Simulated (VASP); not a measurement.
The system is GaP.

```
Ga P
1.0
     0.00000    2.72525    2.72525
     2.72525    0.00000    2.72525
     2.72525    2.72525    0.00000
Ga P
1 1
Direct
  0.00000 0.00000 0.00000
  0.25000 0.25000 0.25000
```

- Program: VASP 6.6.1
- Task: relaxation of cell and atoms
- Functional: PBE
- Potentials or basis: VASP PAW PBE potentials, release 64 (Ga_d, P)
- Cutoff: 500 eV
- k mesh: 7 × 7 × 7
- Occupations: gaussian, width 0.01 eV
- Spin: no spin polarisation

At the start: pressure 2.5 GPa; volume 20.24 Å³/atom.

Where does the relaxation end?

Over 3 steps the energy falls by 4.6 meV/atom and the volume is 20.86 Å³/atom (+3.0 %); space group F-43m (No. 216, to 0.1 Å) before and after.

Step by step:
```tsv
step	energy change (eV)	largest force (eV/Å)	pressure (GPa)	volume (Å³)
1	0.0000	0.0000	2.48	40.48
2	-0.0070	0.0000	-1.09	42.34
3	-0.0092	0.0000	0.00	41.71
```

Final structure:
```
Ga P
1.0
     0.00000    2.75260    2.75260
     2.75260    0.00000    2.75260
     2.75260    2.75260    0.00000
Ga P
1 1
Direct
  0.00000 0.00000 0.00000
  0.25000 0.25000 0.25000
```

Caveat: an odd mesh through Γ misses points on the zone boundary, where band edges can lie.
